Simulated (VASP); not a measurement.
# C in VASP: a series of runs

Runs on C. Level: LDA. Tasks: single point.

Everything below comes from runs of VASP 6.6.1. Logs are shortened: lines on timing, memory, paths and dates and some standing lists are left out, and cuts for length are marked.

## Step 1: The cell of the first run

It takes space group I4_1/amd (No. 141, tetragonal). The conventional cell has a = 2.472 Å, b = 2.472 Å, c = 3.567 Å, α = 90.00°, β = 90.00°, γ = 90.00°. C (site symmetry -4m2) has 4 C at 1.52 Å within 2.0 Å.

## Step 2: Single point, LDA (equal xx and yy strain of -2 %)

The input, INCAR:

```
SYSTEM = C
  PREC = Accurate
  ENCUT = 520
  EDIFF = 1E-6
  ISMEAR = -1
  SIGMA = 0.03
  LREAL = .FALSE.
  LASPH = .TRUE.
  NELM = 60
  ALGO = Normal
  ISIF = 2
  LWAVE = .FALSE.
  LCHARG = .TRUE.
  LELF = .TRUE.
  LVHAR = .TRUE.
  NBANDS = 11
```

The input, KPOINTS:

```
Automatic mesh
0
G
  16 16 16
  0 0 0
```

The input, POSCAR:

```
C
1.0
    0.0000000000      1.7477320000      1.7834000000
    1.7477320000      0.0000000000      1.7834000000
    1.7477320000      1.7477320000      0.0000000000
C
2
Direct
    0.5000000000      0.5000000000      0.5000000000
    0.7500000000      0.7500000000      0.7500000000
```

Potentials or basis: VASP PAW LDA potentials, release 64 (C).

Command:

```
$ cat potpaw_LDA.64/C/POTCAR > POTCAR
$ mpirun -np 1 vasp_std > vasp.out
```

OUTCAR:

```text
SYSTEM = C
   PREC = Accurate
   ENCUT = 520
   EDIFF = 1E-6
   ISMEAR = -1
   LREAL = .FALSE.
   LASPH = .TRUE.
   NELM = 60
   ISIF = 2

 ion  position               nearest neighbor table
   1  0.500  0.500  0.500-   2 1.52   2 1.52   2 1.52   2 1.52
   2  0.750  0.750  0.750-   1 1.52   1 1.52   1 1.52   1 1.52

  LATTYP: Found a body centered tetragonal cell.
 ALAT       =     2.4716662978
 C/A-ratio  =     1.4430750636

  Lattice vectors:

 A1 = (  -1.7477320000,   0.0000000000,   1.7834000000)
 A2 = (   1.7477320000,   0.0000000000,   1.7834000000)
 A3 = (   0.0000000000,   1.7477320000,  -1.7834000000)

Analysis of symmetry for initial positions (statically):
=====================================================================
 Subroutine PRICEL returns:
 Original cell was already a primitive cell.

 Routine SETGRP: Setting up the symmetry group for a
 body centered tetragonal supercell.

 Subroutine GETGRP returns: Found 16 space group operations
 (whereof  8 operations were pure point group operations)
 out of a pool of 16 trial point group operations.

The static configuration has the point symmetry D_2d.
 The point group associated with its full space group is D_4h.

Analysis of symmetry for dynamics (positions and initial velocities):
=====================================================================
 Subroutine PRICEL returns:
 Original cell was already a primitive cell.

 Routine SETGRP: Setting up the symmetry group for a
 body centered tetragonal supercell.

 Subroutine GETGRP returns: Found 16 space group operations
 (whereof  8 operations were pure point group operations)
 out of a pool of 16 trial point group operations.

The dynamic configuration has the point symmetry D_2d.
 The point group associated with its full space group is D_4h.

 Subroutine INISYM returns: Found 16 space group operations
 (whereof  8 operations are pure point group operations),
 and found     1 'primitive' translations

----------------------------------------------------------------------------------------

                                     Primitive cell

  volume of cell :      10.8950

  direct lattice vectors                    reciprocal lattice vectors
     0.000000000  1.747732000  1.783400000    -0.286085052  0.286085052  0.280363351
     1.747732000  0.000000000  1.783400000     0.286085052 -0.286085052  0.280363351
     1.747732000  1.747732000  0.000000000     0.286085052  0.286085052 -0.280363351

  length of vectors
     2.497014758  2.497014758  2.471666298     0.492232590  0.492232590  0.492232590

  position of ions in fractional coordinates (direct lattice)
     0.500000000  0.500000000  0.500000000
     0.750000000  0.750000000  0.750000000

  ion indices of the primitive-cell ions
   primitive index   ion index
                 1           1
                 2           2

----------------------------------------------------------------------------------------

 KPOINTS: Automatic mesh

Automatic generation of k-mesh.
 Grid dimensions read from file:
 generate k-points for:   16   16   16

 Generating k-lattice:

  Cartesian coordinates                     Fractional coordinates (reciprocal lattice)
    -0.017880316  0.017880316  0.017522709     0.062500000  0.000000000  0.000000000
     0.017880316 -0.017880316  0.017522709     0.000000000  0.062500000  0.000000000
     0.017880316  0.017880316 -0.017522709     0.000000000  0.000000000  0.062500000

  Length of vectors
     0.030764537  0.030764537  0.030764537

  Shift w.r.t. Gamma in fractional coordinates (k-lattice)
     0.000000000  0.000000000  0.000000000

 Subroutine IBZKPT returns following result:
 ===========================================

 Found    349 irreducible k-points:

 Following reciprocal coordinates:
            Coordinates               Weight
  0.000000  0.000000  0.000000      1.000000
  0.062500  0.000000  0.000000      8.000000
  0.125000  0.000000  0.000000      8.000000
  0.187500  0.000000  0.000000      8.000000
  0.250000  0.000000  0.000000      8.000000
  0.312500  0.000000  0.000000      8.000000
[... 16 lines left out ...]
 -0.125000  0.062500  0.000000      8.000000
 -0.062500  0.062500  0.000000      4.000000
 [... further k-points ...]
   k-points           NKPTS =    349   k-points in BZ     NKDIM =    349   number of bands    NBANDS=     11
   number of dos      NEDOS =    301   number of ions     NIONS =      2
   total plane-waves  NPLWV =   7200
   dimension x,y,z NGX =    20 NGY =   20 NGZ =   18
   dimension x,y,z NGXF=    40 NGYF=   40 NGZF=   36
   ions per type =               2
   NGX,Y,Z   is equivalent  to a cutoff of  13.32, 13.32, 12.11 a.u.
   NGXF,Y,Z  is equivalent  to a cutoff of  26.63, 26.63, 24.21 a.u.
 SYSTEM =  C
   PREC   = accura    normal or accurate (medium, high low for compatibility)
   ISTART =      0    job   : 0-new  1-cont  2-samecut
   ICHARG =      2    charge: 1-file 2-atom 10-const
   ISPIN  =      1    spin polarized calculation?
   LNONCOLLINEAR =      F non collinear calculations
   LSORBIT =      F    spin-orbit coupling
   LASPH  =      T    aspherical Exc in radial PAW
   ENCUT  =  520.0 eV  38.22 Ry    6.18 a.u.   4.64  4.64  4.60*2*pi/ulx,y,z
   NELM   =     60;   NELMIN=  2; NELMDL= -5     # of ELM steps
   EDIFF  = 0.1E-05   stopping-criterion for ELM
   LREAL  =      F    real-space projection
   EDIFFG = 0.1E-04   stopping-criterion for IOM
   NSW    =      0    number of steps for IOM
   IBRION =     -1    ionic relax: 0-MD 1-quasi-New 2-CG
   NFREE  =      0    steps in history (QN), initial steepest desc. (CG)
   ISIF   =      2    stress and relaxation
   ISYM   =      2    0-nonsym 1-usesym 2-fastsym
   POTIM  = 0.5000    time-step for ionic-motion
   TEBEG  =    0.0;   TEEND  =   0.0 temperature during run
   PSTRESS=    0.0 pullay stress
   NELECT =       8.0000    total number of electrons
   NUPDOWN=      -1.0000    fix difference up-down
   EMIN   =  10.00;   EMAX   =-10.00  energy-range for DOS
   EFERMI =   0.00;   METHOD = LEGACY
   ISMEAR =    -1;   SIGMA  =   0.03  broadening in eV -4-tet -1-fermi 0-gaus
   EFERMI_NEDOS =   21; number of points for ismear=-14 and -15
   IALGO  =     38    algorithm
   IMIX   =      4    mixing-type and parameters
     AMIX     =   0.40;   BMIX     =  1.00
     AMIX_MAG =   1.60;   BMIX_MAG =  1.00
  volume/ion in A,a.u.               =       5.45        36.76
  Fermi-wavevector in a.u.,A,eV,Ry     =   1.476937  2.791007 29.678978  2.181343
  Thomas-Fermi vector in A             =   2.591403
   LORBIT       =      0    0 simple, 1 ext, 2 COOP (PROOUT), +10 PAW based schemes
   GGA     = CA    functional components
   LHFCALC =     F    Hartree Fock is set to
   AEXX    =    0.0000 exact exchange contribution
   IVDW    =     0    specifies the selected vdW correction
   LEPSILON=     F    determine dielectric tensor
   LRPA    =     F    only Hartree local field effects (RPA)
 non-spin polarized calculation
  energy-cutoff  :      520.00
  volume of cell :       10.90
 maximum number of plane-waves:       306
   NGX =  9   NGY =  9   NGZ =  9

 number of electron       8.0000000 magnetization

 Free energy of the ion-electron system (eV)
  ---------------------------------------------------
  ext. energy  EPLUGINS =         0.00000000
  ---------------------------------------------------
  free energy    TOTEN  =       -20.23284000 eV

  energy without entropy =      -20.23284000  energy(sigma->0) =      -20.23284000

 E-fermi :  10.9537     XC(G=0): -13.6962

 val. band max:       10.4306065385   @ k =   0.0000   0.0000   0.0000
 cond. band min:      14.3597168117   @ k =   0.3750   0.0000   0.3750
 fundamental gap:      3.9291102732
 Fermi energy:        10.9537017458

 k-point     1 :       0.0000    0.0000    0.0000
  band No.  band energies     occupation
      1     -11.5399      2.00000
      2      10.1104      2.00000
      3      10.4306      2.00000
      4      10.4306      2.00000
      5      15.9012      0.00000
      6      15.9012      0.00000
      7      16.1514      0.00000
      8      24.8075      0.00000
      9      29.8702      0.00000
     10      36.7970      0.00000
     11      37.3461      0.00000

 k-point     2 :       0.0625    0.0000    0.0000
  band No.  band energies     occupation
      1     -11.4289      2.00000
      2       9.5365      2.00000
      3      10.0555      2.00000
      4      10.2359      2.00000
      5      16.1621      0.00000
      6      16.2359      0.00000
      7      16.5426      0.00000
      8      24.8641      0.00000
      9      30.0524      0.00000
     10      35.1206      0.00000
     11      36.0618      0.00000

 k-point     3 :       0.1250    0.0000    0.0000
  band No.  band energies     occupation
      1     -11.0962      2.00000
      2       7.8533      2.00000
      3       9.5332      2.00000
      4       9.7636      2.00000
      5      16.8056      0.00000
      6      16.8768      0.00000
      7      17.4408      0.00000
      8      25.0283      0.00000
      9      30.5031      0.00000
     10      33.6761      0.00000
     11      34.4469      0.00000
[... 267 lines left out ...]
 k-point    23 :      -0.1250    0.0625    0.0000
  band No.  band energies     occupation
      1     -10.8300      2.00000
      2       7.1542      2.00000
      3       8.3680      2.00000
      4       9.9266      2.00000
      5      16.7066      0.00000
      6      17.4722      0.00000
      7      18.2591      0.00000
      8      24.9846      0.00000
      9      30.8291      0.00000
     10      32.7418      0.00000
     11      34.4852      0.00000

 k-point    24 :      -0.0625    0.0625    0.0000
  band No.  band energies     occupation
      1     -11.2399      2.00000
      2       8.9434      2.00000
      3       9.0267      2.00000
      4      10.2598      2.00000
      5      16.2052      0.00000
      6      16.6951      0.00000
      7      17.3611      0.00000
      8      24.9059      0.00000
      9      30.3445      0.00000
     10      34.1361      0.00000
     11      35.3563      0.00000

 [... further k-points ...]

------------------------ aborting loop because EDIFF is reached ----------------------------------------

  FORCE on cell =-STRESS in cart. coord.  units (eV):
  Direction    XX          YY          ZZ          XY          YZ          ZX
  --------------------------------------------------------------------------------------
  -------------------------------------------------------------------------------------
  Total        0.9146832      0.9146832     -0.4387893      0.0000000      0.0000000      0.0000000
  in kB      134.5094651    134.5094651    -64.5265095      0.0000000      0.0000000      0.0000000
  external PRESSURE =      68.1641402 kB  Pullay stress =       0.0000000 kB

 VOLUME and BASIS-vectors are now :
 -----------------------------------------------------------------------------
  energy-cutoff  :      520.00
  volume of cell :       10.90
      direct lattice vectors                 reciprocal lattice vectors
     0.000000000  1.747732000  1.783400000    -0.286085052  0.286085052  0.280363351
     1.747732000  0.000000000  1.783400000     0.286085052 -0.286085052  0.280363351
     1.747732000  1.747732000  0.000000000     0.286085052  0.286085052 -0.280363351

 POSITION                                       TOTAL-FORCE (eV/Angst)
 -----------------------------------------------------------------------------------
      1.74773      1.74773      1.78340         0.000000      0.000000      0.000000
      2.62160      2.62160      2.67510         0.000000      0.000000      0.000000
 -----------------------------------------------------------------------------------
    total drift:                                0.000000     -0.000000      0.000000

  FREE ENERGIE OF THE ION-ELECTRON SYSTEM (eV)
  ---------------------------------------------------
  free  energy   TOTEN  =       -20.2328399962 eV

  energy  without entropy=      -20.2328399962  energy(sigma->0) =      -20.23284000
```

It took 52 s on 1 thread of Intel Xeon 8259CL, shared host; peak memory 0.14 GiB.

Results:

- Free energy: -20.2328 eV
- Pressure: 6.8 GPa
- Band gap on the k mesh: 3.93 eV (least direct gap 5.47 eV)

Caveat: the cell differs from its parent crystal (equal xx and yy strain of -2 %); the cell stands under pressure. A k mesh can miss the band edges.

## Step 3: Single point, LDA (equal xx and yy strain of -1 %)

The input, INCAR:

```
SYSTEM = C
PREC     = Accurate       ! precision mode
ENCUT    = 520            ! plane-wave cutoff, eV
EDIFF    = 1E-6           ! SCF threshold, eV
ISMEAR   = -1             ! smearing method
SIGMA    = 0.03           ! smearing width, eV
LREAL    = .False.        ! projectors in reciprocal space
LASPH    = .True.         ! aspherical terms in the spheres
NELM     = 80             ! most SCF steps
ALGO     = Normal         ! electronic algorithm
ISIF     = 2              ! what is computed and relaxed
LWAVE    = .False.        ! write WAVECAR
LCHARG   = .False.        ! write CHGCAR
GGA      = CA             ! functional
NBANDS   = 11             ! bands
```

The input, KPOINTS:

```
regular mesh
0
Gamma
  16 16 16
  0 0 0
```

The input, POSCAR:

```
C
1.0
    0.0000000000      1.7655660000      1.7834000000
    1.7655660000      0.0000000000      1.7834000000
    1.7655660000      1.7655660000      0.0000000000
C
2
Direct
    0.5000000000      0.5000000000      0.5000000000
    0.7500000000      0.7500000000      0.7500000000
```

Potentials or basis: VASP PAW LDA potentials, release 64 (C).

Command:

```
$ cat potpaw_LDA.64/C/POTCAR > POTCAR
$ mpirun -np 1 vasp_std > vasp.out
```

It took 53 s on 1 thread of Intel Xeon 8259CL, shared host; peak memory 0.14 GiB.

It converged, with:

```yaml
Free_energy: -20.2428 eV
Pressure: -2.8 GPa
Band_gap_on_the_k_mesh: 4.02 eV (least direct gap 5.51 eV)
```

Stress tensor (GPa, compression positive):
```
 0.39  0.00  0.00
 0.00  0.39  0.00
 0.00  0.00 -9.20
```

Levels at points of the mesh, in eV from the valence-band top:
```tsv
k point	band 2	band 3	band 4	band 5	band 6	band 7
(0.00, 0.00, 0.00)	-0.16	0.00	0.00	5.51	5.51	5.63
(0.50, 0.00, 0.00)	-13.63	-2.98	-2.80	8.33	8.46	9.28
(0.50, 0.50, 0.00)	-12.91	-6.36	-6.36	4.86	4.86	16.84
(0.50, 0.00, 0.50)	-12.75	-6.51	-6.51	4.62	4.62	16.89
```

Caveat: the cell differs from its parent crystal (equal xx and yy strain of -1 %). A k mesh can miss the band edges.

(Continued in part 2 of 2.)
